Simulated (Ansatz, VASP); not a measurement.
# KBr in VASP and in Ansatz

```
K Br
1.0
     0.00000    3.35708    3.35708
     3.35708    0.00000    3.35708
     3.35708    3.35708    0.00000
K Br
1 1
Direct
  0.00000 0.00000 0.00000
  0.50000 0.50000 0.50000
```

Change from the starting cell: volume scaled by 1.06, PAW files.

Alike in both runs: task electric field gradients; functional PBE; k mesh 6 × 6 × 6; occupations fermi-dirac, width 0.01 eV; no spin polarisation.

|  | VASP | Ansatz |
| --- | --- | --- |
| version | VASP 6.6.1 | Ansatz 0.2.0 |
| potentials or method | VASP PAW PBE potentials, release 64 (K_sv, Br) | PAW with Ansatz's default frozen-core files, scalar-relativistic |
| plane-wave cutoff (eV) | 520 | 420 |
| valence electrons in the cell | 16 | 16 |

```csv
,VASP,Ansatz,Ansatz less VASP
gap on the k mesh at the Fermi level (eV),4.30,4.30,+0.001
pressure (GPa),0.0,-0.1,-0.03
```
